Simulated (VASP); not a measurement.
# HfC (rocksalt type) (Fm-3m) in VASP: single point with PBEsol

Aim: the single point of HfC (rocksalt type) with PBEsol.

All numbers are computed with VASP 6.6.1; they aren't measurements. Logs are shortened: lines on timing, memory, paths and dates and some standing lists are left out, and cuts for length are marked.

## Step 1: The cell of the first run

It takes space group Fm-3m (No. 225, cubic). The conventional cell has a = 4.129 Å, b = 4.129 Å, c = 4.129 Å, α = 90.00°, β = 90.00°, γ = 90.00°. Hf (site symmetry m-3m) has 6 C at 2.06 Å within 2.7 Å. Within 2.7 Å of C (site symmetry m-3m) lie 6 Hf at 2.06 Å.

## Step 2: Single point, PBEsol (8.80 Å³/atom)

Input file POSCAR:

```
HfC
1.0
    0.0000000000      2.0645643657      2.0645643657
    2.0645643657      0.0000000000      2.0645643657
    2.0645643657      2.0645643657      0.0000000000
Hf C
1 1
Direct
    0.0000000000      0.0000000000      0.0000000000
    0.5000000000      0.5000000000      0.5000000000
```

Input file INCAR.step1:

```
PREC = Accurate
ENCUT = 520
EDIFF = 1E-7
ISMEAR = -1
SIGMA = 0.08
LREAL = F
LASPH = T
NELM = 80
ALGO = Normal
ISIF = 2
LWAVE = F
LCHARG = T
LMAXMIX = 4
GGA = PS
NBANDS = 14
```

Input file KPOINTS.step1:

```
Automatic mesh
0
Gamma
  17 17 17
```

Input file INCAR.step2:

```
PREC = Accurate
ENCUT = 520
EDIFF = 1E-7
ISMEAR = -5
SIGMA = 0.08
LREAL = F
LASPH = T
NELM = 80
ALGO = Normal
ISIF = 2
LWAVE = F
LCHARG = F
LMAXMIX = 4
GGA = PS
LORBIT = 11
NEDOS = 2001
ICHARG = 11
```

Input file KPOINTS.step2:

```
Automatic mesh
0
Gamma
  26 26 26
```

Potentials or basis: VASP PAW PBE potentials, release 64 (Hf_pv, C).

Command:

```console
cat potpaw_PBE.64/Hf_pv/POTCAR potpaw_PBE.64/C/POTCAR > POTCAR
cp INCAR.step1 INCAR
cp KPOINTS.step1 KPOINTS
mpirun -np 1 vasp_std > vasp.out
cp INCAR.step2 INCAR
cp KPOINTS.step2 KPOINTS
mpirun -np 1 vasp_std > vasp.out
```

OUTCAR:

```text
PREC = Accurate
   ENCUT = 520
   EDIFF = 1E-7
   ISMEAR = -5
   LREAL = F
   LASPH = T
   NELM = 80
   ISIF = 2
   GGA = PS
   LORBIT = 11
   ICHARG = 11

 ion  position               nearest neighbor table
   1  0.000  0.000  0.000-   2 2.06   2 2.06   2 2.06   2 2.06   2 2.06   2 2.06
   2  0.500  0.500  0.500-   1 2.06   1 2.06   1 2.06   1 2.06   1 2.06   1 2.06

  LATTYP: Found a face centered cubic cell.
 ALAT       =     4.1291287314

  Lattice vectors:

 A1 = (   0.0000000000,   2.0645643657,   2.0645643657)
 A2 = (   2.0645643657,   0.0000000000,   2.0645643657)
 A3 = (   2.0645643657,   2.0645643657,   0.0000000000)

Analysis of symmetry for initial positions (statically):
=====================================================================
 Subroutine PRICEL returns:
 Original cell was already a primitive cell.

 Routine SETGRP: Setting up the symmetry group for a
 face centered cubic supercell.

 Subroutine GETGRP returns: Found 48 space group operations
 (whereof 48 operations were pure point group operations)
 out of a pool of 48 trial point group operations.

The static configuration has the point symmetry O_h .

Analysis of symmetry for dynamics (positions and initial velocities):
=====================================================================
 Subroutine PRICEL returns:
 Original cell was already a primitive cell.

 Routine SETGRP: Setting up the symmetry group for a
 face centered cubic supercell.

 Subroutine GETGRP returns: Found 48 space group operations
 (whereof 48 operations were pure point group operations)
 out of a pool of 48 trial point group operations.

The dynamic configuration has the point symmetry O_h .

 Subroutine INISYM returns: Found 48 space group operations
 (whereof 48 operations are pure point group operations),
 and found     1 'primitive' translations

----------------------------------------------------------------------------------------

                                     Primitive cell

  volume of cell :      17.6001

  direct lattice vectors                    reciprocal lattice vectors
     0.000000000  2.064564366  2.064564366    -0.242181842  0.242181842  0.242181842
     2.064564366  0.000000000  2.064564366     0.242181842 -0.242181842  0.242181842
     2.064564366  2.064564366  0.000000000     0.242181842  0.242181842 -0.242181842

  length of vectors
     2.919734926  2.919734926  2.919734926     0.419471254  0.419471254  0.419471254

  position of ions in fractional coordinates (direct lattice)
     0.000000000  0.000000000  0.000000000
     0.500000000  0.500000000  0.500000000

  ion indices of the primitive-cell ions
   primitive index   ion index
                 1           1
                 2           2

----------------------------------------------------------------------------------------

 KPOINTS: Automatic mesh

Automatic generation of k-mesh.
 Grid dimensions read from file:
 generate k-points for:   26   26   26

 Generating k-lattice:

  Cartesian coordinates                     Fractional coordinates (reciprocal lattice)
    -0.009314686  0.009314686  0.009314686     0.038461538  0.000000000  0.000000000
     0.009314686 -0.009314686  0.009314686     0.000000000  0.038461538  0.000000000
     0.009314686  0.009314686 -0.009314686     0.000000000  0.000000000  0.038461538

  Length of vectors
     0.016133510  0.016133510  0.016133510

  Shift w.r.t. Gamma in fractional coordinates (k-lattice)
     0.000000000  0.000000000  0.000000000

 TETIRR: Found   2360 inequivalent tetrahedra from   105456

 Subroutine IBZKPT returns following result:
 ===========================================

 Found    511 irreducible k-points:

 Following reciprocal coordinates:
            Coordinates               Weight
  0.000000  0.000000  0.000000      1.000000
  0.038462  0.000000  0.000000      8.000000
  0.076923  0.000000  0.000000      8.000000
  0.115385  0.000000  0.000000      8.000000
  0.153846  0.000000  0.000000      8.000000
  0.192308  0.000000  0.000000      8.000000
[... 16 lines left out ...]
  0.346154  0.038462  0.000000     24.000000
  0.384615  0.038462  0.000000     24.000000
 [... further k-points ...]
   k-points           NKPTS =    511   k-points in BZ     NKDIM =    511   number of bands    NBANDS=     11
   number of dos      NEDOS =   2001   number of ions     NIONS =      2
   total plane-waves  NPLWV =  13824
   dimension x,y,z NGX =    24 NGY =   24 NGZ =   24
   dimension x,y,z NGXF=    48 NGYF=   48 NGZF=   48
   ions per type =               1   1
   NGX,Y,Z   is equivalent  to a cutoff of  13.67, 13.67, 13.67 a.u.
   NGXF,Y,Z  is equivalent  to a cutoff of  27.33, 27.33, 27.33 a.u.
 SYSTEM =  unknown system
   PREC   = accura    normal or accurate (medium, high low for compatibility)
   ISTART =      0    job   : 0-new  1-cont  2-samecut
   ICHARG =     11    charge: 1-file 2-atom 10-const
   ISPIN  =      1    spin polarized calculation?
   LNONCOLLINEAR =      F non collinear calculations
   LSORBIT =      F    spin-orbit coupling
   LASPH  =      T    aspherical Exc in radial PAW
   ENCUT  =  520.0 eV  38.22 Ry    6.18 a.u.   5.43  5.43  5.43*2*pi/ulx,y,z
   NELM   =     80;   NELMIN=  2; NELMDL=  0     # of ELM steps
   EDIFF  = 0.1E-06   stopping-criterion for ELM
   LREAL  =      F    real-space projection
   EDIFFG = 0.1E-05   stopping-criterion for IOM
   NSW    =      0    number of steps for IOM
   IBRION =     -1    ionic relax: 0-MD 1-quasi-New 2-CG
   NFREE  =      0    steps in history (QN), initial steepest desc. (CG)
   ISIF   =      2    stress and relaxation
   ISYM   =      2    0-nonsym 1-usesym 2-fastsym
   POTIM  = 0.5000    time-step for ionic-motion
   TEBEG  =    0.0;   TEEND  =   0.0 temperature during run
   PSTRESS=    0.0 pullay stress
   NELECT =      14.0000    total number of electrons
   NUPDOWN=      -1.0000    fix difference up-down
   EMIN   =  10.00;   EMAX   =-10.00  energy-range for DOS
   EFERMI =   0.00;   METHOD = LEGACY
   ISMEAR =    -5;   SIGMA  =   0.08  broadening in eV -4-tet -1-fermi 0-gaus
   EFERMI_NEDOS =   21; number of points for ismear=-14 and -15
   IALGO  =     38    algorithm
   IMIX   =      4    mixing-type and parameters
     AMIX     =   0.40;   BMIX     =  1.00
     AMIX_MAG =   1.60;   BMIX_MAG =  1.00
  volume/ion in A,a.u.               =       8.80        59.39
  Fermi-wavevector in a.u.,A,eV,Ry     =   1.516861  2.866451 31.305195  2.300867
  Thomas-Fermi vector in A             =   2.626194
   LORBIT       =     11    0 simple, 1 ext, 2 COOP (PROOUT), +10 PAW based schemes
   GGA     = PS    functional components
   LHFCALC =     F    Hartree Fock is set to
   AEXX    =    0.0000 exact exchange contribution
   IVDW    =     0    specifies the selected vdW correction
   LEPSILON=     F    determine dielectric tensor
   LRPA    =     F    only Hartree local field effects (RPA)
 non-spin polarized calculation
 Fermi weights with tetrahedron method with Bloechl corrections
  energy-cutoff  :      520.00
  volume of cell :       17.60
 maximum number of plane-waves:       495
 NGX is ok and might be reduce to    24

 number of electron      14.0000001 magnetization

 Free energy of the ion-electron system (eV)
  ---------------------------------------------------
  ext. energy  EPLUGINS =         0.00000000
  ---------------------------------------------------
  free energy    TOTEN  =       -19.60729696 eV

  energy without entropy =      -19.60729696  energy(sigma->0) =      -19.60729696

 E-fermi :   9.0155     XC(G=0): -14.2735

 val. band max:        9.1107939568   @ k =   0.0769   0.0769   0.0000
 cond. band min:       8.9928040043   @ k =   0.3462   0.2692   0.0000
 fundamental gap:     -0.1179899525
 Fermi energy:         9.0154978787

 k-point     1 :       0.0000    0.0000    0.0000
  band No.  band energies     occupation
      1     -18.9119      2.00000
      2     -18.9119      2.00000
      3     -18.9119      2.00000
      4      -5.0866      2.00000
      5      10.1229      0.00000
      6      10.1229      0.00000
      7      10.1229      0.00000
      8      10.1407      0.00000
      9      10.1407      0.00000
     10      10.1407      0.00000
     11      13.3395      0.00000

 k-point     2 :       0.0385    0.0000    0.0000
  band No.  band energies     occupation
      1     -18.9542      2.00000
      2     -18.9149      2.00000
      3     -18.9149      2.00000
      4      -5.0152      2.00000
      5       9.4544     -0.13380
      6       9.6949      0.00000
      7       9.6949      0.00000
      8      10.3709      0.00000
      9      10.3709      0.00000
     10      10.7144      0.00000
     11      13.6557      0.00000

 k-point     3 :       0.0769    0.0000    0.0000
  band No.  band energies     occupation
      1     -19.0766      2.00000
      2     -18.9237      2.00000
      3     -18.9237      2.00000
      4      -4.8054      2.00000
      5       8.7100      2.02799
      6       9.0577      1.09526
      7       9.0577      0.94086
      8      10.5911      0.00000
      9      10.5911      0.00000
     10      11.1906      0.00000
     11      14.4270      0.00000
[... 267 lines left out ...]
 k-point    23 :       0.3462    0.0385    0.0000
  band No.  band energies     occupation
      1     -20.7528      2.00000
      2     -19.0960      2.00000
      3     -19.0578      2.00000
      4      -1.3054      2.00000
      5       3.6762      2.00000
      6       5.1165      2.00000
      7       5.3159      2.00000
      8      13.1567      0.00000
      9      14.4311      0.00000
     10      14.6378      0.00000
     11      21.4976      0.00000

 k-point    24 :       0.3846    0.0385    0.0000
  band No.  band energies     occupation
      1     -20.9517      2.00000
      2     -19.1100      2.00000
      3     -19.0820      2.00000
      4      -0.7104      2.00000
      5       3.0757      2.00000
      6       4.8253      2.00000
      7       4.9664      2.00000
      8      13.8224      0.00000
      9      15.1491      0.00000
     10      15.3408      0.00000
     11      20.7326      0.00000

 [... further k-points ...]

------------------------ aborting loop because EDIFF is reached ----------------------------------------

  FORCE on cell =-STRESS in cart. coord.  units (eV):
  Direction    XX          YY          ZZ          XY          YZ          ZX
  --------------------------------------------------------------------------------------
  -------------------------------------------------------------------------------------
  Total       17.5335700     17.5335700     17.5335700      0.0000000      0.0000000     -0.0000000
  in kB     1596.1204346   1596.1204346   1596.1204346      0.0000000      0.0000000     -0.0000000
  external PRESSURE =    1596.1204346 kB  Pullay stress =       0.0000000 kB

 VOLUME and BASIS-vectors are now :
 -----------------------------------------------------------------------------
  energy-cutoff  :      520.00
  volume of cell :       17.60
      direct lattice vectors                 reciprocal lattice vectors
     0.000000000  2.064564366  2.064564366    -0.242181842  0.242181842  0.242181842
     2.064564366  0.000000000  2.064564366     0.242181842 -0.242181842  0.242181842
     2.064564366  2.064564366  0.000000000     0.242181842  0.242181842 -0.242181842

 POSITION                                       TOTAL-FORCE (eV/Angst)
 -----------------------------------------------------------------------------------
      0.00000      0.00000      0.00000         0.000000     -0.000000      0.000000
      2.06456      2.06456      2.06456        -0.000000      0.000000     -0.000000
 -----------------------------------------------------------------------------------
    total drift:                                0.000000     -0.000000     -0.000000

  FREE ENERGIE OF THE ION-ELECTRON SYSTEM (eV)
  ---------------------------------------------------
  free  energy   TOTEN  =       -19.6072969595 eV

  energy  without entropy=      -19.6072969595  energy(sigma->0) =      -19.60729696

 total charge

# of ion       s       p       d       tot
------------------------------------------
    1        0.447   7.197   2.523  10.167
    2        0.948   1.724   0.000   2.672
--------------------------------------------------
tot          1.395   8.921   2.523  12.838
```

Run time: 55 s. Hardware: 1 thread of AMD EPYC 9R45 (Zen 5), shared host; peak memory 0.21 GiB.

What came out:

- Valence electrons inside the program's atomic spheres: Hf 10.17; C 2.67

Caveat: the PAW data sets were made with another functional, which shifts forces and pressure a little; spin-orbit coupling is left out, which moves the levels of the heavy elements.
